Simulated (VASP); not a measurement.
**Lu: single point with PBE**

Crystal: Lu.

```xyz
2
Lattice="3.5066 0.0000 0.0000 -1.7533 3.0368 0.0000 0.0000 0.0000 5.4693" Properties=species:S:1:pos:R:3 pbc="T T T"
Lu    0.0000    2.0245    1.3673
Lu    1.7533    1.0123    4.1020
```

```yaml
Program: VASP 6.6.1
Task: single point
Functional: PBE
Potentials_or_basis: VASP PAW PBE potentials, release 64 (Lu)
Cutoff: 520 eV
k_mesh: 7 × 7 × 4
Occupations: fermi-dirac, width 0.1 eV
Spin: no spin polarisation
Dipole_correction: no
Further_INCAR_settings: ALGO = Normal; EDIFF = 1e-07; NBANDS = 32
```

```yaml
Pressure: 0.1 GPa
Band_gap_on_the_k_mesh: zero (bands 25 and 26 overlap by 1.82 eV)
```

Levels at points of the mesh, in eV from the Fermi level:
```csv
k point,band 20,band 21,band 22,band 23,band 24,band 25,band 26,band 27,band 28,band 29
"(0.00, 0.00, 0.00)",-4.87,-4.87,-4.85,-4.84,-2.37,0.69,2.20,2.20,2.64,2.94
"(0.00, 0.00, 0.50)",-4.86,-4.85,-4.85,-4.34,-4.34,1.24,1.24,2.10,2.10,2.10
```

It took 77 s on 1 thread of Intel Xeon 8259CL (shared host), peak memory 0.2 GiB.

Caveat: spin-orbit coupling is left out, which moves the levels of the heavy elements.
